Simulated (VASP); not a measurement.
ScSbTe4:

```xyz
6
Lattice="6.6201 0.0000 0.0000 -3.3101 5.7332 0.0000 0.0000 0.0000 4.9912" Properties=species:S:1:pos:R:3 pbc="T T T"
Sc    3.3101    1.9111    0.0000
Sb    0.0000    0.0000    0.0000
Te    0.0000    3.8221    0.0000
Te    1.6441    2.8729    2.4956
Te    0.0000    5.7206    2.4956
Te   -1.6441    2.8729    2.4956
```

The cell was built from a structure type or drawn by symmetry, and may not be a known phase.

| Property | Result |
| --- | --- |
| Program | VASP 6.6.1 |
| Task | relaxation of cell and atoms |
| Functional | PBE |
| Potentials or basis | VASP PAW PBE potentials, release 64 (Sc_sv, Sb, Te) |
| Cutoff | 600 eV |
| k mesh | 3 × 3 × 4 |
| Occupations | gaussian, width 0.1 eV |
| Spin | no spin polarisation |

At the start: pressure -1.5 GPa; volume 31.57 Å³/atom.

Q: Where does the relaxation end?

A: Over 15 steps the energy falls by 62.8 meV/atom and the volume is 29.91 Å³/atom (-5.3 %); space group P-6m2 (No. 187, to 0.1 Å) before and after.

Step by step:
```
step  energy change (eV)  largest force (eV/Å)  pressure (GPa)  volume (Å³)
   1              0.0000                0.7912           -1.49       189.44
   2             -0.2494                0.4565           -0.20       181.40
   3             -0.3143                0.0049            1.48       175.06
   4             -0.3561                0.2589            0.04       180.34
   5             -0.3561                0.2562            0.05       180.28
   6             -0.3648                0.1062           -0.20       180.86
   7             -0.3669                0.0102           -0.40       181.34
   8             -0.3711                0.0304            0.14       179.09
   9             -0.3711                0.0303            0.14       179.09
  10             -0.3731                0.0122            0.10       179.20
  11             -0.3746                0.0906            0.04       179.36
  12             -0.3762                0.0551           -0.10       179.74
  13             -0.3765                0.0277           -0.19       179.97
  14             -0.3760                0.0478            0.11       178.75
  15             -0.3769                0.0012           -0.06       179.45
```

Final structure:
```xyz
6
Lattice="6.1524 0.0000 0.0000 -3.0762 5.3281 0.0000 0.0000 0.0000 5.4743" Properties=species:S:1:pos:R:3 pbc="T T T"
Sc    3.0762    1.7760    0.0000
Sb    0.0000    0.0000    0.0000
Te    0.0000    3.5521    0.0000
Te    1.5492    2.6576    2.7371
Te    3.0762    0.0129    2.7371
Te    4.6031    2.6576    2.7371
```

Caveat: the k points lie up to 0.39 Å⁻¹ apart in the final cell, too coarse for converged energies and pressures of a metal.
